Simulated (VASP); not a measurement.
# Pb (C2/m) in VASP: notebook

The runs below take Pb through single point, with PBEsol+D4, PBEsol.

Program: VASP 6.6.1. These are calculated values, not measurements. Logs are shortened: lines on timing, memory, paths and dates and some standing lists are left out, and cuts for length are marked.

## Step 1: The cell of the first run

The structure is monoclinic, space group C2/m (No. 12). Conventional cell: a = 5.879 Å, b = 3.466 Å, c = 3.483 Å, α = 90.00°, β = 124.56°, γ = 90.00°. Within 4.5 Å of Pb (site symmetry 2/m) lie 12 Pb at 3.41 to 3.49 Å.

## Step 2: Single point, PBEsol+D4

INCAR

```
SYSTEM = Pb
PREC = Accurate
ENCUT = 520
EDIFF = 1E-6
ISMEAR = -1
SIGMA = 0.05
LREAL = .False.
LASPH = .True.
NELM = 80
ALGO = Fast
ISIF = 2
LWAVE = .False.
LCHARG = .False.
GGA = PS
IVDW = 13
NBANDS = 21
```

KPOINTS

```
Automatic mesh
0
Gamma
  9 9 5
  0 0 0
```

POSCAR

```
Pb
1.0
    2.9792593925     -1.7329620261     -0.5306535738
    2.9792593925      1.7329620261     -0.5306535738
   -3.1385978432      0.0000000000      6.2199063808
Pb
2
Direct
    1.0000075942      1.0000075942      0.7500005438
   -0.0000075942     -0.0000075942      0.2499994562
```

Potentials or basis: VASP PAW PBE potentials, release 64 (Pb_d).

The run is started by

```sh
$ cat potpaw_PBE.64/Pb_d/POTCAR > POTCAR
$ mpirun -np 1 vasp_std > vasp.out
```

OUTCAR:

```text
SYSTEM = Pb
   PREC = Accurate
   ENCUT = 520
   EDIFF = 1E-6
   ISMEAR = -1
   LREAL = .False.
   LASPH = .True.
   NELM = 80
   ISIF = 2
   GGA = PS
   IVDW = 13

 ion  position               nearest neighbor table
   1  0.000  0.000  0.750-   2 3.41   2 3.41   2 3.41   2 3.41   2 3.48   2 3.48
   2  1.000  1.000  0.250-   1 3.41   1 3.41   1 3.41   1 3.41   1 3.48   1 3.48

  Warning from LATTYP: Got some problem with cell dimensions!
  Tried to take original basis but could not verify dimensions!
  LATTYP: Found a base centered monoclinic cell.
 ALAT       =     6.0522986520
 B/A-ratio  =     0.5726624298
 C/A-ratio  =     0.9713729261
 COS(beta)  =    -0.3183572911

  Lattice vectors:

 A1 = (  -2.9792593925,   1.7329620261,   0.5306535738)
 A2 = (  -2.9792593925,  -1.7329620261,   0.5306535738)
 A3 = (   2.8199209418,  -0.0000000000,   5.1585992332)

Analysis of symmetry for initial positions (statically):
=====================================================================
 Subroutine PRICEL returns:
 Original cell was already a primitive cell.

 Routine SETGRP: Setting up the symmetry group for a
 base centered monoclinic supercell.

 Subroutine GETGRP returns: Found  4 space group operations
 (whereof  4 operations were pure point group operations)
 out of a pool of  4 trial point group operations.

The static configuration has the point symmetry C_2h.

Analysis of symmetry for dynamics (positions and initial velocities):
=====================================================================
 Subroutine PRICEL returns:
 Original cell was already a primitive cell.

 Routine SETGRP: Setting up the symmetry group for a
 base centered monoclinic supercell.

 Subroutine GETGRP returns: Found  4 space group operations
 (whereof  4 operations were pure point group operations)
 out of a pool of  4 trial point group operations.

The dynamic configuration has the point symmetry C_2h.

 Subroutine INISYM returns: Found  4 space group operations
 (whereof  4 operations are pure point group operations),
 and found     1 'primitive' translations

----------------------------------------------------------------------------------------

                                     Primitive cell

  volume of cell :      58.4535

  direct lattice vectors                    reciprocal lattice vectors
     2.979259392 -1.732962026 -0.530653574     0.184400542 -0.288523345  0.093049494
     2.979259392  1.732962026 -0.530653574     0.184400542  0.288523345  0.093049494
    -3.138597843  0.000000000  6.219906381     0.031464399  0.000000000  0.176651227

  length of vectors
     3.487224846  3.487224846  6.966924128     0.354834453  0.354834453  0.179431503

  position of ions in fractional coordinates (direct lattice)
     0.000007594  0.000007594  0.750000544
     0.999992406  0.999992406  0.249999456

  ion indices of the primitive-cell ions
   primitive index   ion index
                 1           1
                 2           2

----------------------------------------------------------------------------------------

 KPOINTS: Automatic mesh

Automatic generation of k-mesh.
 Grid dimensions read from file:
 generate k-points for:    9    9    5

 Generating k-lattice:

  Cartesian coordinates                     Fractional coordinates (reciprocal lattice)
     0.020488949 -0.032058149  0.010338833     0.111111111  0.000000000 -0.000000000
     0.020488949  0.032058149  0.010338833     0.000000000  0.111111111 -0.000000000
     0.006292880  0.000000000  0.035330245     0.000000000  0.000000000  0.200000000

  Length of vectors
     0.039426050  0.039426050  0.035886301

  Shift w.r.t. Gamma in fractional coordinates (k-lattice)
     0.000000000  0.000000000  0.000000000

 Subroutine IBZKPT returns following result:
 ===========================================

 Found    115 irreducible k-points:

 Following reciprocal coordinates:
            Coordinates               Weight
  0.000000  0.000000  0.000000      1.000000
  0.111111 -0.000000 -0.000000      4.000000
  0.222222 -0.000000 -0.000000      4.000000
  0.333333 -0.000000  0.000000      4.000000
  0.444444 -0.000000 -0.000000      4.000000
  0.111111  0.111111 -0.000000      2.000000
[... 16 lines left out ...]
 -0.333333  0.333333  0.000000      2.000000
  0.444444  0.444444 -0.000000      2.000000
 [... further k-points ...]
   k-points           NKPTS =    115   k-points in BZ     NKDIM =    115   number of bands    NBANDS=     21
   number of dos      NEDOS =    301   number of ions     NIONS =      2
   total plane-waves  NPLWV =  42336
   dimension x,y,z NGX =    28 NGY =   28 NGZ =   54
   dimension x,y,z NGXF=    56 NGYF=   56 NGZF=  108
   ions per type =               2
   NGX,Y,Z   is equivalent  to a cutoff of  13.35, 13.35, 12.89 a.u.
   NGXF,Y,Z  is equivalent  to a cutoff of  26.70, 26.70, 25.77 a.u.
 SYSTEM =  Pb
   PREC   = accura    normal or accurate (medium, high low for compatibility)
   ISTART =      0    job   : 0-new  1-cont  2-samecut
   ICHARG =      2    charge: 1-file 2-atom 10-const
   ISPIN  =      1    spin polarized calculation?
   LNONCOLLINEAR =      F non collinear calculations
   LSORBIT =      F    spin-orbit coupling
   LASPH  =      T    aspherical Exc in radial PAW
   ENCUT  =  520.0 eV  38.22 Ry    6.18 a.u.   6.48  6.48 12.95*2*pi/ulx,y,z
   NELM   =     80;   NELMIN=  2; NELMDL= -5     # of ELM steps
   EDIFF  = 0.1E-05   stopping-criterion for ELM
   LREAL  =      F    real-space projection
   EDIFFG = 0.1E-04   stopping-criterion for IOM
   NSW    =      0    number of steps for IOM
   IBRION =     -1    ionic relax: 0-MD 1-quasi-New 2-CG
   NFREE  =      0    steps in history (QN), initial steepest desc. (CG)
   ISIF   =      2    stress and relaxation
   ISYM   =      2    0-nonsym 1-usesym 2-fastsym
   POTIM  = 0.5000    time-step for ionic-motion
   TEBEG  =    0.0;   TEEND  =   0.0 temperature during run
   PSTRESS=    0.0 pullay stress
   NELECT =      28.0000    total number of electrons
   NUPDOWN=      -1.0000    fix difference up-down
   EMIN   =  10.00;   EMAX   =-10.00  energy-range for DOS
   EFERMI =   0.00;   METHOD = LEGACY
   ISMEAR =    -1;   SIGMA  =   0.05  broadening in eV -4-tet -1-fermi 0-gaus
   EFERMI_NEDOS =   21; number of points for ismear=-14 and -15
   IALGO  =     68    algorithm
   IMIX   =      4    mixing-type and parameters
     AMIX     =   0.40;   BMIX     =  1.00
     AMIX_MAG =   1.60;   BMIX_MAG =  1.00
  volume/ion in A,a.u.               =      29.23       197.23
  Fermi-wavevector in a.u.,A,eV,Ry     =   1.280926  2.420599 22.324040  1.640771
  Thomas-Fermi vector in A             =   2.413325
   LORBIT       =      0    0 simple, 1 ext, 2 COOP (PROOUT), +10 PAW based schemes
   GGA     = PS    functional components
   LHFCALC =     F    Hartree Fock is set to
   AEXX    =    0.0000 exact exchange contribution
   IVDW    =    13    specifies the selected vdW correction
   LEPSILON=     F    determine dielectric tensor
   LRPA    =     F    only Hartree local field effects (RPA)
 non-spin polarized calculation
 RMM-DIIS sequential band-by-band and
  energy-cutoff  :      520.00
  volume of cell :       58.45
 maximum number of plane-waves:      1594
 NGX is ok and might be reduce to    28
   NGX = 13   NGY = 13   NGZ = 25

 number of electron      28.0000001 magnetization

 Free energy of the ion-electron system (eV)
  ---------------------------------------------------
  ext. energy  EPLUGINS =         0.00000000
  ---------------------------------------------------
  free energy    TOTEN  =        -8.00765019 eV

  energy without entropy =       -8.00105072  energy(sigma->0) =       -8.00435046

 E-fermi :   7.4825     XC(G=0): -10.5186

 val. band max:        7.4308401004   @ k =   0.3333   0.3333   0.4000
 cond. band min:       7.4900891608   @ k =  -0.4444   0.2222  -0.0000
 fundamental gap:      0.0592490604
 Fermi energy:         7.4825057316

 k-point     1 :       0.0000    0.0000    0.0000
  band No.  band energies     occupation
      1      -9.5389      2.00000
      2      -9.5126      2.00000
      3      -9.5032      2.00000
      4      -9.4843      2.00000
      5      -9.4769      2.00000
      6      -9.4741      2.00000
[... 13 lines left out ...]
     20      17.0668      0.00000
     21      17.3724      0.00000

 k-point     2 :       0.1111   -0.0000   -0.0000
  band No.  band energies     occupation
      1      -9.5184      2.00000
      2      -9.5003      2.00000
      3      -9.4948      2.00000
      4      -9.4814      2.00000
      5      -9.4602      2.00000
      6      -9.4471      2.00000
[... 13 lines left out ...]
     20      17.0316      0.00000
     21      18.6908      0.00000

 k-point     3 :       0.2222   -0.0000   -0.0000
  band No.  band energies     occupation
      1      -9.5496      2.00000
      2      -9.5080      2.00000
      3      -9.4741      2.00000
      4      -9.4514      2.00000
      5      -9.4327      2.00000
      6      -9.3621      2.00000
[... 13 lines left out ...]
     20      16.7170      0.00000
     21      19.4839      0.00000

 k-point     4 :       0.3333   -0.0000    0.0000
  band No.  band energies     occupation
      1      -9.6143      2.00000
      2      -9.5260      2.00000
      3      -9.5257      2.00000
      4      -9.4847      2.00000
      5      -9.4419      2.00000
      6      -9.2627      2.00000
[... 13 lines left out ...]
     20      16.6091      0.00000
     21      17.3180      0.00000

 k-point     5 :       0.4444   -0.0000   -0.0000
  band No.  band energies     occupation
      1      -9.6772      2.00000
      2      -9.5784      2.00000
      3      -9.5407      2.00000
      4      -9.5002      2.00000
      5      -9.4564      2.00000
      6      -9.2045      2.00000
[... 13 lines left out ...]
     20      14.7844      0.00000
     21      16.7321      0.00000
[... 382 lines left out ...]
     20      15.6339      0.00000
     21      15.9440      0.00000

 k-point    22 :      -0.4444    0.3333    0.0000
  band No.  band energies     occupation
      1      -9.5962      2.00000
      2      -9.5485      2.00000
      3      -9.4901      2.00000
      4      -9.4582      2.00000
      5      -9.3693      2.00000
      6      -9.2856      2.00000
[... 13 lines left out ...]
     20      15.8825      0.00000
     21      18.2817      0.00000

 k-point    23 :      -0.3333    0.3333    0.0000
  band No.  band energies     occupation
      1      -9.5539      2.00000
      2      -9.5145      2.00000
      3      -9.4591      2.00000
      4      -9.3866      2.00000
      5      -9.3538      2.00000
      6      -9.3268      2.00000
[... 13 lines left out ...]
     20      17.6552      0.00000
     21      19.7359      0.00000

 k-point    24 :       0.4444    0.4444   -0.0000
  band No.  band energies     occupation
      1      -9.6732      2.00000
      2      -9.5760      2.00000
      3      -9.5311      2.00000
      4      -9.4978      2.00000
      5      -9.4697      2.00000
      6      -9.2071      2.00000
[... 13 lines left out ...]
     20      14.2297      0.00000
     21      16.5946      0.00000

 [... further k-points ...]

------------------------ aborting loop because EDIFF is reached ----------------------------------------

  DFT-D4 for vdW energy calculation

  Edisp (eV):   -0.52480

  FORCE on cell =-STRESS in cart. coord.  units (eV):
  Direction    XX          YY          ZZ          XY          YZ          ZX
  --------------------------------------------------------------------------------------
  -------------------------------------------------------------------------------------
  Total      -0.04839    -0.06560    -0.05980     0.00000     0.00000    -0.00249
  in kB      -1.32622    -1.79815    -1.63907     0.00000     0.00000    -0.06825
  external pressure =       -1.59 kB  Pullay stress =        0.00 kB

 VOLUME and BASIS-vectors are now :
 -----------------------------------------------------------------------------
  energy-cutoff  :      520.00
  volume of cell :       58.45
      direct lattice vectors                 reciprocal lattice vectors
     2.979259392 -1.732962026 -0.530653574     0.184400542 -0.288523345  0.093049494
     2.979259392  1.732962026 -0.530653574     0.184400542  0.288523345  0.093049494
    -3.138597843  0.000000000  6.219906381     0.031464399  0.000000000  0.176651227

 POSITION                                       TOTAL-FORCE (eV/Angst)
 -----------------------------------------------------------------------------------
     -2.35390      0.00000      4.66493        -0.000062      0.000000     -0.000023
      5.17383      0.00000      0.49367         0.000062      0.000000      0.000023
 -----------------------------------------------------------------------------------
    total drift:                                0.000000      0.000000     -0.000000

  FREE ENERGIE OF THE ION-ELECTRON SYSTEM (eV)
  ---------------------------------------------------
  free  energy   TOTEN  =        -8.5324474991 eV

  energy  without entropy=       -8.5258480303  energy(sigma->0) =       -8.52914776
```

Wall time 2 min (1 thread of Intel Xeon Platinum 8488C (Sapphire Rapids), shared host); peak memory 0.27 GiB.

Results:

```
Free energy                : -8.5324 eV
Pressure                   : -0.2 GPa
Band gap on the k mesh     : zero (band 14 reaches 13.19 eV, above the bottom of band 15 at 5.97 eV)
Dispersion energy per atom : -0.262 eV
```

Caveat: the PAW data sets were made with another functional, which shifts forces and pressure a little; spin-orbit coupling is left out, which moves the levels of the heavy elements; pairwise dispersion overbinds metals, which lowers pressure and volume.

## Step 3: Single point, PBEsol

This run uses another cell than the first one, of 30.05 Å³/atom, 1.028 times its volume.

INCAR

```
SYSTEM = Pb
  PREC = Accurate
  ENCUT = 520
  EDIFF = 1E-6
  ISMEAR = -1
  SIGMA = 0.05
  LREAL = .False.
  LASPH = .True.
  NELM = 80
  ALGO = Fast
  ISIF = 2
  LWAVE = .False.
  LCHARG = .False.
  GGA = PS
  NBANDS = 21
```

KPOINTS

```
regular mesh
0
Gamma
  9 9 5
  0 0 0
```

POSCAR

```
Pb
1.0
    3.0171756931     -1.7474971945     -0.5318697715
    3.0171756931      1.7474971945     -0.5318697715
   -3.1674345835      0.0000000000      6.2575596649
Pb
2
Direct
    1.0000035731      1.0000035731      0.7500211216
   -0.0000035731     -0.0000035731      0.2499788784
```

Potentials or basis: VASP PAW PBE potentials, release 64 (Pb_d).

The run is started by

```sh
$ cat potpaw_PBE.64/Pb_d/POTCAR > POTCAR
$ mpirun -np 1 vasp_std > vasp.out
```

Wall time 2.1 min (1 thread of Intel Xeon Platinum 8488C (Sapphire Rapids), shared host); peak memory 0.27 GiB.

It converged, with:

```yaml
Free_energy: -8.0149 eV
Pressure: -0.1 GPa
Band_gap_on_the_k_mesh: zero (band 14 reaches 12.72 eV, above the bottom of band 15 at 5.68 eV)
```

Levels at points of the mesh, in eV from the Fermi level:
| k point | band 11 | band 12 | band 13 | band 14 | band 15 | band 16 | band 17 | band 18 |
| --- | --- | --- | --- | --- | --- | --- | --- | --- |
| (0.00, 0.00, 0.00) | -11.79 | -7.90 | -4.17 | 5.40 | 5.43 | 7.09 | 7.57 | 7.87 |

Caveat: the PAW data sets were made with another functional, which shifts forces and pressure a little; spin-orbit coupling is left out, which moves the levels of the heavy elements.
